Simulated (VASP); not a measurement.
# Mg (P6_422) in VASP: density of states with PBE

Aim: the density of states of Mg with PBE.

All numbers are computed with VASP 6.6.1; they aren't measurements. Logs are shortened: lines on timing, memory, paths and dates and some standing lists are left out, and cuts for length are marked.

## 1. The cell of the first run

Symmetry: P6_422, No. 181, hexagonal system. Conventional cell: a = 5.686 Å, b = 5.686 Å, c = 3.059 Å, α = 90.00°, β = 90.00°, γ = 120.00°. Within 4.0 Å of Mg (site symmetry 222) lie 10 Mg at 3.02 to 3.50 Å.

## 2. Density of states, PBE

Contents of POSCAR:

```
Mg
1.0
    5.6858747616     -0.0000000036      0.0000000000
   -2.8429373776      4.9241119881      0.0000000000
    0.0000000000      0.0000000000      3.0585095706
Mg
3
Direct
    0.0000000000      0.5000000000      0.3333333333
    0.5000000000      0.5000000000      0.6666666667
    0.5000000000      0.0000000000      0.0000000000
```

Contents of INCAR.step1:

```
SYSTEM = Mg
PREC = Accurate ; ENCUT = 520
EDIFF = 1E-6 ; ISMEAR = 0
SIGMA = 0.1 ; LREAL = .False.
LASPH = .True. ; NELM = 100
ALGO = Normal ; ISIF = 2
LWAVE = .False. ; LCHARG = .True.
GGA = PE ; NBANDS = 10
```

Contents of KPOINTS.step1:

```
regular mesh
0
Gamma
  12 12 16
  0 0 0
```

Contents of INCAR.step2:

```
SYSTEM = Mg
PREC = Accurate ; ENCUT = 520
EDIFF = 1E-6 ; ISMEAR = -5
SIGMA = 0.1 ; LREAL = .False.
LASPH = .True. ; NELM = 100
ALGO = Normal ; ISIF = 2
LWAVE = .False. ; LCHARG = .False.
GGA = PE ; LORBIT = 11
NBANDS = 10 ; NEDOS = 1001
ICHARG = 11
```

Contents of KPOINTS.step2:

```
regular mesh
0
Gamma
  18 18 24
  0 0 0
```

Potentials or basis: VASP PAW PBE potentials, release 64 (Mg).

The run is started by

```bash
cat potpaw_PBE.64/Mg/POTCAR > POTCAR
cp INCAR.step1 INCAR
cp KPOINTS.step1 KPOINTS
mpirun -np 1 vasp_std > vasp.out
cp INCAR.step2 INCAR
cp KPOINTS.step2 KPOINTS
mpirun -np 1 vasp_std > vasp.out
```

OUTCAR:

```text
SYSTEM = Mg
   PREC = Accurate
   ENCUT = 520
   EDIFF = 1E-6
   ISMEAR = -5
   LREAL = .False.
   LASPH = .True.
   NELM = 100
   ISIF = 2
   GGA = PE
   LORBIT = 11
   ICHARG = 11

 ion  position               nearest neighbor table
   1  0.000  0.500  0.333-   3 3.02   3 3.02   2 3.02   2 3.02   2 3.50   2 3.50   3 3.50   3 3.50

   2  0.500  0.500  0.667-   3 3.02   3 3.02   1 3.02   1 3.02   1 3.50   1 3.50   3 3.50   3 3.50

   3  0.500  0.000  0.000-   2 3.02   2 3.02   1 3.02   1 3.02   2 3.50   2 3.50   1 3.50   1 3.50

  LATTYP: Found a hexagonal cell.
 ALAT       =     5.6858747616
 C/A-ratio  =     0.5379136367

  Lattice vectors:

 A1 = (   5.6858747616,  -0.0000000036,   0.0000000000)
 A2 = (  -2.8429373776,   4.9241119881,   0.0000000000)
 A3 = (   0.0000000000,   0.0000000000,   3.0585095706)

Analysis of symmetry for initial positions (statically):
=====================================================================
 Subroutine PRICEL returns:
 Original cell was already a primitive cell.

 Routine SETGRP: Setting up the symmetry group for a
 hexagonal supercell.

 Subroutine GETGRP returns: Found 12 space group operations
 (whereof  4 operations were pure point group operations)
 out of a pool of 24 trial point group operations.

The static configuration has the point symmetry D_2 .
 The point group associated with its full space group is D_6 .

Analysis of symmetry for dynamics (positions and initial velocities):
=====================================================================
 Subroutine PRICEL returns:
 Original cell was already a primitive cell.

 Routine SETGRP: Setting up the symmetry group for a
 hexagonal supercell.

 Subroutine GETGRP returns: Found 12 space group operations
 (whereof  4 operations were pure point group operations)
 out of a pool of 24 trial point group operations.

The dynamic configuration has the point symmetry D_2 .
 The point group associated with its full space group is D_6 .

 Subroutine INISYM returns: Found 12 space group operations
 (whereof  4 operations are pure point group operations),
 and found     1 'primitive' translations

----------------------------------------------------------------------------------------

                                     Primitive cell

  volume of cell :      85.6318

  direct lattice vectors                    reciprocal lattice vectors
     5.685874762 -0.000000004  0.000000000     0.175874433  0.101541151  0.000000000
    -2.842937378  4.924111988  0.000000000     0.000000000  0.203082303  0.000000000
     0.000000000  0.000000000  3.058509571     0.000000000  0.000000000  0.326956636

[... 106 lines left out ...]
     AMIX     =   0.40;   BMIX     =  1.00
     AMIX_MAG =   1.60;   BMIX_MAG =  1.00
  volume/ion in A,a.u.               =      28.54       192.62
  Fermi-wavevector in a.u.,A,eV,Ry     =   0.674912  1.275398  6.197531  0.455506
  Thomas-Fermi vector in A             =   1.751771
   LORBIT       =     11    0 simple, 1 ext, 2 COOP (PROOUT), +10 PAW based schemes
   GGA     = PE    functional components
   LHFCALC =     F    Hartree Fock is set to
   AEXX    =    0.0000 exact exchange contribution
   IVDW    =     0    specifies the selected vdW correction
   LEPSILON=     F    determine dielectric tensor
   LRPA    =     F    only Hartree local field effects (RPA)
 non-spin polarized calculation
 Fermi weights with tetrahedron method with Bloechl corrections
  energy-cutoff  :      520.00
  volume of cell :       85.63
 maximum number of plane-waves:      2352

 number of electron       6.0000000 magnetization

 Free energy of the ion-electron system (eV)
  ---------------------------------------------------
  ext. energy  EPLUGINS =         0.00000000
  ---------------------------------------------------
  free energy    TOTEN  =        -3.65493390 eV

  energy without entropy =       -3.65493390  energy(sigma->0) =       -3.65493390

 E-fermi :   1.4332     XC(G=0):  -7.6820

 val. band max:        1.5149610836   @ k =   0.2778   0.1111   0.5000
 cond. band min:       1.3663791679   @ k =   0.5000  -0.0000   0.2500
 fundamental gap:     -0.1485819157
 Fermi energy:         1.4331660114

 k-point     1 :       0.0000    0.0000    0.0000
  band No.  band energies     occupation
      1      -4.7798      2.00000
      2      -0.0274      2.00000
      3       1.1919      2.00000
      4       1.1919      2.00000
      5       1.8441      0.00000
      6       1.8441      0.00000
      7       3.8437      0.00000
      8      10.0915      0.00000
      9      10.0915      0.00000
     10      12.8112      0.00000
[... 287 lines left out ...]
 k-point    24 :       0.3889    0.1111    0.0000
  band No.  band energies     occupation
      1      -3.7433      2.00000
      2      -2.7587      2.00000
      3      -0.5727      2.00000
      4       1.1990      1.88790
      5       4.2637      0.00000
      6       5.9780      0.00000
      7       6.0021      0.00000
      8       7.6608      0.00000
      9       8.5327      0.00000
     10      10.2630      0.00000

 [... further k-points ...]

------------------------ aborting loop because EDIFF is reached ----------------------------------------

  FORCE on cell =-STRESS in cart. coord.  units (eV):
  Direction    XX          YY          ZZ          XY          YZ          ZX
  --------------------------------------------------------------------------------------
  -------------------------------------------------------------------------------------
  Total       -0.0385260     -0.0385260     -0.0768560     -0.0000000     -0.0000000      0.0000000
  in kB       -0.7208240     -0.7208240     -1.4379822     -0.0000000     -0.0000000      0.0000000
  external PRESSURE =      -0.9598767 kB  Pullay stress =       0.0000000 kB

 VOLUME and BASIS-vectors are now :
 -----------------------------------------------------------------------------
  energy-cutoff  :      520.00
  volume of cell :       85.63
      direct lattice vectors                 reciprocal lattice vectors
     5.685874762 -0.000000004  0.000000000     0.175874433  0.101541151  0.000000000
    -2.842937378  4.924111988  0.000000000     0.000000000  0.203082303  0.000000000
     0.000000000  0.000000000  3.058509571     0.000000000  0.000000000  0.326956636

 POSITION                                       TOTAL-FORCE (eV/Angst)
 -----------------------------------------------------------------------------------
     -1.42147      2.46206      1.01950        -0.000000      0.000000      0.000000
      1.42147      2.46206      2.03901         0.000000     -0.000000     -0.000000
      2.84294     -0.00000      0.00000        -0.000000     -0.000000      0.000000
 -----------------------------------------------------------------------------------
    total drift:                                0.000000     -0.000000      0.000000

  FREE ENERGIE OF THE ION-ELECTRON SYSTEM (eV)
  ---------------------------------------------------
  free  energy   TOTEN  =        -3.6549339029 eV

  energy  without entropy=       -3.6549339029  energy(sigma->0) =       -3.65493390

 total charge

# of ion       s       p       d       tot
------------------------------------------
    1        0.225   0.113   0.009   0.348
    2        0.225   0.113   0.009   0.348
    3        0.225   0.113   0.009   0.348
--------------------------------------------------
tot          0.676   0.339   0.027   1.043
```

OUTCAR.step1:

```text
SYSTEM = Mg
   PREC = Accurate
   ENCUT = 520
   EDIFF = 1E-6
   ISMEAR = 0
   LREAL = .False.
   LASPH = .True.
   NELM = 100
[... 540 lines left out ...]
     -1.42147      2.46206      1.01950         0.000000     -0.000000      0.000000
      1.42147      2.46206      2.03901        -0.000000      0.000000     -0.000000
      2.84294     -0.00000      0.00000        -0.000000     -0.000000      0.000000
 -----------------------------------------------------------------------------------
    total drift:                                0.000000     -0.000000      0.000000

  FREE ENERGIE OF THE ION-ELECTRON SYSTEM (eV)
  ---------------------------------------------------
  free  energy   TOTEN  =        -3.6624112911 eV

  energy  without entropy=       -3.6555254414  energy(sigma->0) =       -3.65896837
```

OSZICAR.step1:

```text
N       E                     dE             d eps       ncg     rms          rms(c)
DAV:   1     0.245717680477E+01    0.24572E+01   -0.18515E+03  3420   0.419E+02
DAV:   2    -0.356746203480E+01   -0.60246E+01   -0.57981E+01  4508   0.421E+01
DAV:   3    -0.370324142127E+01   -0.13578E+00   -0.13372E+00  4458   0.534E+00
DAV:   4    -0.370414331247E+01   -0.90189E-03   -0.90174E-03  4126   0.462E-01
DAV:   5    -0.370415300917E+01   -0.96967E-05   -0.96966E-05  4184   0.497E-02    0.124E+00
DAV:   6    -0.367917046254E+01    0.24983E-01   -0.15185E-02  3884   0.401E-01    0.778E-01
DAV:   7    -0.366272550958E+01    0.16445E-01   -0.35712E-02  3764   0.671E-01    0.658E-02
DAV:   8    -0.366241409220E+01    0.31142E-03   -0.23485E-03  3722   0.206E-01    0.128E-02
DAV:   9    -0.366240748726E+01    0.66049E-05   -0.47282E-05  4248   0.326E-02    0.479E-03
DAV:  10    -0.366241150732E+01   -0.40201E-05   -0.28690E-06  3966   0.864E-03    0.640E-04
DAV:  11    -0.366241129106E+01    0.21626E-06   -0.85394E-08  2132   0.109E-03
   1 F= -.36624113E+01 E0= -.36589684E+01  d E =-.688585E-02
```

Run time: 2.4 min. Hardware: 1 thread of Intel Xeon 6975P-C (Granite Rapids), shared host; peak memory 0.48 GiB.

Results:

```
Valence electrons inside the program's atomic spheres : Mg 0.35
```

Levels at points of the mesh, in eV from the Fermi level:
```csv
k point,band 1,band 2,band 3,band 4,band 5,band 6
"(0.00, 0.00, 0.00)",-6.21,-1.46,-0.24,-0.24,0.41,0.41
"(0.50, 0.00, 0.00)",-5.14,-4.30,-1.42,-1.01,3.90,3.97
"(0.00, 0.00, 0.50)",-2.27,-2.27,2.19,2.19,2.52,3.73
"(0.50, 0.00, 0.50)",-1.39,-1.10,-0.70,-0.13,2.10,2.59
```

Caveat: tetrahedron occupations give inexact forces and stress in metals.
